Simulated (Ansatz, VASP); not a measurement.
## Two plane-wave programs on Cu4Mo

```
Cu Mo
1.0
     3.50207    0.00000    0.00000
    -1.75103    3.03288    0.00000
     0.00000    0.00000    6.56548
Cu Mo
4 1
Direct
  0.33333 0.66667 0.67017
  0.33333 0.66667 0.32983
  0.66667 0.33333 0.32983
  0.66667 0.33333 0.67017
  0.00000 0.00000 0.50000
```

Alike in both runs: task single point; functional PBE; k mesh 6 × 6 × 4; occupations gaussian, width 0.1 eV; no spin polarisation.

|  | VASP | Ansatz |
| --- | --- | --- |
| version | VASP 6.6.1 | Ansatz 0.2.0 |
| potentials or method | VASP PAW PBE potentials, release 64 (Cu, Mo_sv), cutoff 520 eV | scalar-relativistic, plane waves, PAW |
| valence electrons in the cell | 58 | 90 |

Ansatz gave:

| Item | Value |
| --- | --- |
| gap on the k mesh at the Fermi level (eV) | none |
| rms of the force components (eV/Å) | 2.924 |

Q: What did VASP give for the same quantities?

A: gap on the k mesh at the Fermi level (eV): none; rms of the force components (eV/Å): 2.967.

Atom by atom the forces differ by 0.043 eV/Å (rms over components). A gap of «none» marks a metal or a gap that the smearing closes. VASP's potentials hold 58 valence electrons a cell and Ansatz's 90, so a difference there can come from the potentials and not from the codes.
